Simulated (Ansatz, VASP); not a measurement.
Sb2Se3 in VASP and in Ansatz

```
Sb Se
1.0
     2.05322    1.18543    9.79941
    -2.05322    1.18543    9.79941
     0.00000   -2.37086    9.79941
Sb Se
2 3
Direct
  0.39644 0.39644 0.39644
  0.60356 0.60356 0.60356
  0.78162 0.78162 0.78162
  0.21838 0.21838 0.21838
  0.00000 0.00000 0.00000
```

Alike in both runs: task single point; functional PBE; k mesh 6 × 6 × 6; occupations gaussian, width 0.1 eV; no spin polarisation.

|  | VASP | Ansatz |
| --- | --- | --- |
| version | VASP 6.6.1 | Ansatz 0.2.0 |
| potentials or method | VASP PAW PBE potentials, release 64 (Sb, Se), cutoff 500 eV | scalar-relativistic, plane waves, PAW |
| valence electrons in the cell | 28 | 78 |

Ansatz gave:

- gap on the k mesh at the Fermi level (eV): 0.12
- least direct gap on the mesh (eV): 0.12
- pressure (GPa): 0.2
- traceless stress, the component that is largest in VASP (GPa): 0.80
- rms of the force components (eV/Å): 0.042

Problem. Which values does VASP return?

Solution. gap on the k mesh at the Fermi level (eV): 0.12; least direct gap on the mesh (eV): 0.12; pressure (GPa): 0.1; traceless stress, the component that is largest in VASP (GPa): 0.80; rms of the force components (eV/Å): 0.049.

Atom by atom the forces differ by 0.010 eV/Å (rms over components). VASP's potentials hold 28 valence electrons a cell and Ansatz's 78, so a difference there can come from the potentials and not from the codes.

Spin-orbit coupling is off throughout.
